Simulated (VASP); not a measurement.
BaTe: single point with PBE+D3(BJ)

Crystal: BaTe.

```
Ba Te
1.0
     0.00000    3.41000    3.41000
     3.41000    0.00000    3.41000
     3.41000    3.41000    0.00000
Ba Te
1 1
Direct
  0.00000 0.00000 0.00000
  0.50000 0.50000 0.50000
```

| Property | Result |
| --- | --- |
| Program | VASP 6.6.1 |
| Task | single point |
| Functional | PBE |
| Dispersion | D3(BJ) |
| Potentials or basis | VASP PAW PBE potentials, release 64 (Ba_sv, Te) |
| Cutoff | 500 eV |
| k mesh | 6 × 6 × 6 |
| Occupations | gaussian, width 0.01 eV |
| Spin | no spin polarisation |

The pressure is 2.8 GPa, the band gap on the k mesh is 1.33 eV, indirect (least direct gap 1.71 eV) and the dispersion energy per atom is -0.339 eV.

Levels at points of the mesh, in eV from the valence-band top:
| k point | band 5 | band 6 | band 7 | band 8 | band 9 | band 10 | band 11 | band 12 |
| --- | --- | --- | --- | --- | --- | --- | --- | --- |
| (0.00, 0.00, 0.00) | -9.73 | 0.00 | 0.00 | 0.00 | 2.86 | 2.86 | 2.86 | 3.23 |
| (0.50, 0.00, 0.00) | -8.74 | -2.46 | -1.30 | -1.30 | 4.29 | 4.94 | 5.04 | 5.04 |
| (0.50, 0.50, 0.00) | -9.50 | -1.15 | -0.38 | -0.38 | 1.33 | 4.55 | 5.00 | 5.96 |

Run time: 36 s on 1 thread of Intel Xeon 8259CL (shared host), peak memory 0.22 GiB.

Caveat: three body term missing; spin-orbit coupling is left out, which moves the levels of the heavy elements. A k mesh can miss the band edges.
